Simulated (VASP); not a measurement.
GaSb:

```
Ga Sb
1.0
     0.00000    3.06588    3.06588
     3.06588    0.00000    3.06588
     3.06588    3.06588    0.00000
Ga Sb
1 1
Direct
  0.00000 0.00000 0.00000
  0.25000 0.25000 0.25000
```

Base run:

* Program: VASP 6.6.1
* Functional: r2SCAN
* Potentials or basis: VASP PAW PBE potentials, release 64 (Ga_d, Sb)
* Cutoff: 520 eV
* k mesh: 6 × 6 × 6
* Occupations: fermi-dirac, width 0.02 eV
* Spin: no spin polarisation

Its results: band gap on the k mesh 0.40 eV, direct; pressure 0.1 GPa.

Problem. The run is repeated on the same cell with these changes: functional from r2SCAN to PBE. What comes out?

Solution. Band gap on the k mesh zero (filled and empty bands touch); pressure 2.1 GPa.

r2SCAN gives the wider gap, since meta-GGAs in the generalised Kohn-Sham scheme recover part of the derivative discontinuity.

Caveats: spin-orbit coupling is left out, which moves the levels of the heavy elements; the PAW data sets were made with another functional, which shifts forces and pressure a little (some runs).

A k mesh can miss the band edges.
